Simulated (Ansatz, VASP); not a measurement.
Two plane-wave programs on InSb

```
CELL_PARAMETERS angstrom
0.00000 3.25947 3.25947
3.25947 0.00000 3.25947
3.25947 3.25947 0.00000
ATOMIC_POSITIONS crystal
In 0.00000 0.00000 0.00000
Sb 0.25000 0.25000 0.25000
```

Alike in both runs: functional PBEsol; k mesh 12 × 12 × 12; occupations gaussian, width 0.1 eV; no spin polarisation.

Ansatz relaxed the structure, and its values are those at the end. VASP's run is a single point on that final structure, the one shown.

|  | VASP | Ansatz |
| --- | --- | --- |
| version | VASP 6.6.1 | Ansatz 0.2.0 |
| potentials or method | VASP PAW PBE potentials, release 64 (In_d, Sb), cutoff 520 eV | scalar-relativistic, plane waves, PAW |
| valence electrons in the cell | 18 | 28 |

```csv
,VASP,Ansatz,Ansatz less VASP
gap on the k mesh at the Fermi level (eV),none,none,-
pressure (GPa),0.0,0.0,-0.02
```

VASP's potentials were made for PBE, not for PBEsol. A gap of «none» marks a metal or a gap that the smearing closes. VASP's potentials hold 18 valence electrons a cell and Ansatz's 28, so a difference there can come from the potentials and not from the codes.

Spin-orbit coupling is off throughout.
